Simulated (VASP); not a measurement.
A run of VASP 6.6.1 is set up as follows.

The input INCAR:

```
  ALGO = Normal
  EDIFF = 1E-7
  ENCUT = 520
  GGA = PS
  ISIF = 2
  ISMEAR = -1
  LASPH = T
  LCHARG = F
  LREAL = F
  LWAVE = F
  NBANDS = 12
  NELM = 80
  PREC = Accurate
  SIGMA = 0.05
```

Contents of KPOINTS:

```
k-points
0
Gamma
  10 10 10
```

The input POSCAR:

```
Ag
1.0
    0.0000000000      2.0287338483      2.0287338483
    2.0287338483      0.0000000000      2.0287338483
    2.0287338483      2.0287338483      0.0000000000
Ag
1
Direct
    0.0000000000      0.0000000000      0.0000000000
```

Potentials or basis: VASP PAW PBE potentials, release 64 (Ag).

The run is started by

```console
$ cat potpaw_PBE.64/Ag/POTCAR > POTCAR
$ mpirun -np 1 vasp_std > vasp.out
```

Predict the pressure.

-0.2 GPa.

Predict the band gap on the k mesh.

zero (an odd number of electrons rules out a gap without spin polarisation).

Caveat: the PAW data sets were made with another functional, which shifts forces and pressure a little.
